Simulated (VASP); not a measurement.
Input of a VASP 6.6.1 run:

Contents of INCAR:

```
PREC = Accurate
ENCUT = 520
EDIFF = 1E-6
ISMEAR = -1
SIGMA = 0.05
LREAL = Auto
LASPH = T
NELM = 100
ALGO = Normal
ISIF = 2
LWAVE = F
LCHARG = F
GGA = PE
IVDW = 12
IBRION = 2
NSW = 35
EDIFFG = -0.3
```

KPOINTS

```
Automatic mesh
0
Gamma
  1 1 1
```

The input POSCAR:

```
Si5H26C2
1.0
    8.2031320000      0.0000000000      0.0000000000
    0.0000000000      8.2031320000      0.0000000000
    0.0000000000      0.0000000000      8.2031320000
C H Si
2 26 5
Direct
    0.8804330000      0.6462647000      0.1861087000
    0.9782691000      0.7982191000      0.2293766000
    0.8651804000      0.6347355000      0.0542647000
    0.9410705000      0.5359286000      0.2296685000
    0.7589917000      0.6500029000      0.2407573000
    0.9935217000      0.8097484000      0.3612206000
    1.0997103000      0.7944810000      0.1747281000
    0.9176315000      0.9085552000      0.1858168000
    0.8203059000      0.5621612000      0.8312846000
    0.7421645000      0.2822793000      0.8832422000
    0.6003839000      0.4393207000      0.6773884000
    0.8789047000      0.3530170000      0.6313735000
    0.3537578000      0.3297130000      0.5095754000
    0.1517131000      0.4476285000      0.6896126000
    0.0675876000      0.3180022000      0.4380983000
    0.1708347000      0.1544383000      0.6610924000
    0.0660683000      0.4419949000     -0.1246027000
    0.3487520000      0.4235116000     -0.0416100000
    0.1759653000      0.6356622000      0.0691888000
    0.1341536000      0.3545544000      0.1489994000
    0.7993378000      0.9580779000      0.7555604000
    0.6305269000      0.7162238000      0.7677653000
    0.5758318000      0.9243521000      0.5656996000
    0.8165379000      0.7551403000      0.5418784000
    0.4699515000      0.1149980000      0.1973353000
    0.7646901000      0.1123667000      0.2135127000
    0.6133958000     -0.1401399000      0.2356482000
    0.6288730000      0.0004205000     -0.0234710000
    0.7604397000      0.4091946000      0.7558222000
    0.1859733000      0.3124455000      0.5745947000
    0.1812348000      0.4639308000      0.0129939000
    0.7055586000      0.8384485000      0.6577259000
    0.6192276000      0.0219113000      0.1557563000
```

Potentials or basis: VASP PAW PBE potentials, release 64 (C, H, Si).

The run is started by

```sh
$ cat potpaw_PBE.64/C/POTCAR potpaw_PBE.64/H/POTCAR potpaw_PBE.64/Si/POTCAR > POTCAR
$ mpirun -np 1 vasp_gam > vasp.out
```

Task: Predict the band gap on the k mesh.

Result: 6.30 eV.

Task: Predict the dispersion energy per atom.

Result: -0.039 eV.

Task: Estimate the energy gained by relaxing.

Result: 19.4 meV/atom.

Forces on the atoms (eV/Å):
```
C    0.126  0.113  0.140
C   -0.108 -0.056 -0.023
H   -0.046 -0.017  0.044
H   -0.095  0.001  0.010
H   -0.019 -0.108 -0.025
H    0.027  0.000  0.016
H    0.016  0.155  0.030
H    0.146 -0.009 -0.002
H   -0.013 -0.088 -0.099
H    0.045  0.004  0.059
H   -0.009 -0.001 -0.032
H   -0.058  0.037  0.051
H    0.050  0.054  0.006
H    0.077 -0.155 -0.233
H   -0.080  0.029  0.039
H   -0.002  0.077  0.128
H    0.048  0.049  0.060
H    0.130 -0.033 -0.159
H    0.054  0.043 -0.096
H   -0.045 -0.116  0.127
H   -0.010 -0.101 -0.017
H    0.000  0.149 -0.078
H    0.018 -0.001  0.050
H   -0.142 -0.012  0.067
H    0.003 -0.024 -0.032
H   -0.145 -0.034 -0.034
H   -0.041  0.163 -0.074
H   -0.054  0.043  0.157
Si  -0.063 -0.050  0.006
Si   0.048 -0.130 -0.107
Si   0.187 -0.102  0.045
Si   0.006  0.067 -0.041
Si  -0.052  0.055  0.016
```

Caveat: the k points lie up to 0.77 Å⁻¹ apart; the relaxation stopped at a loose force limit of 0.3 eV/Å, so its end isn't a converged minimum.
